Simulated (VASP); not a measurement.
A run of VASP 6.6.1 is set up as follows.

File INCAR:

```
SYSTEM = Te
ALGO = Normal
EDIFF = 1E-6
EDIFFG = -0.005
ENCUT = 600
GGA = PS
IBRION = 2
ISIF = 3
ISMEAR = 0
LASPH = .TRUE.
LCHARG = .FALSE.
LREAL = .FALSE.
LWAVE = .FALSE.
NELM = 60
NSW = 70
PREC = Accurate
SIGMA = 0.1
```

File KPOINTS:

```
k-points
0
G
  12 12 8
  0 0 0
```

File POSCAR:

```
Te
1.0
    4.3186088774      0.0000000000      0.0000000000
   -2.1593044387      3.7400249969      0.0000000000
    0.0000000000      0.0000000000      5.9657427861
Te
3
Direct
    0.2847388753      0.0000000000      0.3333333333
    0.0000000000      0.2847388753      0.6666666667
    0.7152611247      0.7152611247      0.0000000000
```

Potentials or basis: VASP PAW PBE potentials, release 64 (Te).

The run is started by

```bash
$ cat potpaw_PBE.64/Te/POTCAR > POTCAR
$ mpirun -np 1 vasp_std > vasp.out
```

Question: Predict the relaxed volume.

Answer: 32.04 Å³/atom.

Question: Estimate the relaxed cell.

Answer: a = 4.315 Å, b = 4.315 Å, c = 5.959 Å, α = 90.00°, β = 90.00°, γ = 120.00°.

Question: What does it give for the space group after relaxing (to 0.1 Å)?

Answer: P3_121 (No. 152).

Question: What does it give for the band gap on the k mesh?

Answer: Zero (filled and empty bands touch).

Final structure:
```
Te
1.0
     4.31536    0.00000    0.00000
    -2.15768    3.73721    0.00000
     0.00000    0.00000    5.95938
Te
3
Direct
  0.28470 0.00000 0.33333
  0.00000 0.28470 0.66667
  0.71530 0.71530 0.00000
```

Caveat: the PAW data sets were made with another functional, which shifts forces and pressure a little; spin-orbit coupling is left out, which moves the levels of the heavy elements.
